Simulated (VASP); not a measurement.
Write the native input for VASP 6.6.1 that does the following.

```yaml
Task: single point
Functional: PBEsol
Potentials_or_basis: VASP PAW PBE potentials, release 64 (Al, Ru_pv)
Cutoff: 520 eV
k_mesh: 18 × 18 × 18
Occupations: gaussian, width 0.1 eV
Spin: no spin polarisation
Dipole_correction: no
Further_INCAR_settings: ALGO = Normal; EDIFF = 1e-07; NBANDS = 17
```

The structure of Al2Ru lies in POSCAR:

```
Al2Ru
1.0
   -1.5606788816      1.5606788816      4.2115520757
    1.5606788816     -1.5606788816      4.2115520757
    1.5606788816      1.5606788816     -4.2115520757
Al Ru
2 1
Direct
    0.6590760825      0.6590760825      0.0000000000
    0.3409239175      0.3409239175      0.0000000000
    0.0000000000      0.0000000000      0.0000000000
```

The input as run:

INCAR

```
PREC     = Accurate       # precision mode
ENCUT    = 520            # plane-wave cutoff, eV
EDIFF    = 1E-7           # SCF threshold, eV
ISMEAR   = 0              # smearing method
SIGMA    = 0.1            # smearing width, eV
LREAL    = False          # projectors in reciprocal space
LASPH    = True           # aspherical terms in the spheres
NELM     = 100            # most SCF steps
ALGO     = Normal         # electronic algorithm
ISIF     = 2              # what is computed and relaxed
LWAVE    = False          # write WAVECAR
LCHARG   = False          # write CHGCAR
GGA      = PS             # functional
NBANDS   = 17             # bands
```

KPOINTS

```
Automatic mesh
0
Gamma
  18 18 18
```

Potentials or basis: VASP PAW PBE potentials, release 64 (Al, Ru_pv).

Launch:

```console
$ cat potpaw_PBE.64/Al/POTCAR potpaw_PBE.64/Ru_pv/POTCAR > POTCAR
$ mpirun -np 1 vasp_std > vasp.out
```

It gave:

* Pressure: 0.1 GPa
* Band gap on the k mesh: zero (band 10 reaches 10.73 eV, above the bottom of band 11 at 10.55 eV)

Caveat: the PAW data sets were made with another functional, which shifts forces and pressure a little.

Wall time 7.4 min on 1 thread of Intel(R) Xeon(R) Platinum 8259CL CPU @ 2.50GHz (Skylake/Cascade Lake), with other jobs on the host, peak memory 0.45 GiB.
